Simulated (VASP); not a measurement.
TiAl: single point with PBE

Crystal: TiAl.

```
Ti Al
1.0
     2.84500    0.00000    0.00000
    -1.42250    2.46384    0.00000
     0.00000    0.00000    4.09060
Ti Al
1 1
Direct
  0.00000 0.00000 0.00000
  0.33333 0.66667 0.50000
```

```yaml
Program: VASP 6.6.1
Task: single point
Functional: PBE
Potentials_or_basis: VASP PAW PBE potentials, release 64 (Ti_sv, Al)
Cutoff: 520 eV
k_mesh: 18 × 18 × 10
Occupations: gaussian, width 0.15 eV
Spin: no spin polarisation
Dipole_correction: no
Further_INCAR_settings: ALGO = Normal; EDIFF = 1e-06; NBANDS = 14
```

| Item | Value |
| --- | --- |
| Pressure | 25.2 GPa |

Stress tensor (GPa, compression positive):
```
17.58  0.00  0.00
 0.00 17.58  0.00
 0.00  0.00 40.30
```

Levels at points of the mesh, in eV from the Fermi level:
```
           k point  band 6  band 7  band 8  band 9  band 10  band 11
(0.00, 0.00, 0.00)   -2.08   -0.58    1.31    1.31     2.84     2.84
(0.50, 0.00, 0.00)   -3.12   -1.66   -1.09    2.06     4.24     5.09
(0.00, 0.00, 0.50)   -5.32    0.24    1.36    1.36     2.61     2.61
(0.50, 0.00, 0.50)   -2.29   -2.05    0.64    1.39     1.60     4.25
```

It took 55 s on 1 thread of Intel Xeon 6975P-C, on a shared host, peak memory 0.22 GiB.
